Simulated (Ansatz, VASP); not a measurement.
# I: VASP beside Ansatz

```
CELL_PARAMETERS angstrom
0.00000 2.57432 2.57432
2.57432 0.00000 2.57432
2.57432 2.57432 0.00000
ATOMIC_POSITIONS crystal
I 0.00000 0.00000 0.00000
```

Change from the starting cell: volume scaled by 0.97.

Alike in both runs: task single point; functional PBE; k mesh 14 × 14 × 14; occupations fermi-dirac, width 0.08 eV; no spin polarisation.

|  | VASP | Ansatz |
| --- | --- | --- |
| version | VASP 6.6.1 | Ansatz 0.2.0 |
| potentials or method | VASP PAW PBE potentials, release 64 (I), cutoff 520 eV | all-electron LAPW, scalar-relativistic |

|  | VASP | Ansatz | Ansatz less VASP |
| --- | --- | --- | --- |
| pressure (GPa) | 0.8 | 0.8 | +0.04 |

Ansatz ran all-electron here, and VASP with PAW potentials.

Spin-orbit coupling is off throughout.
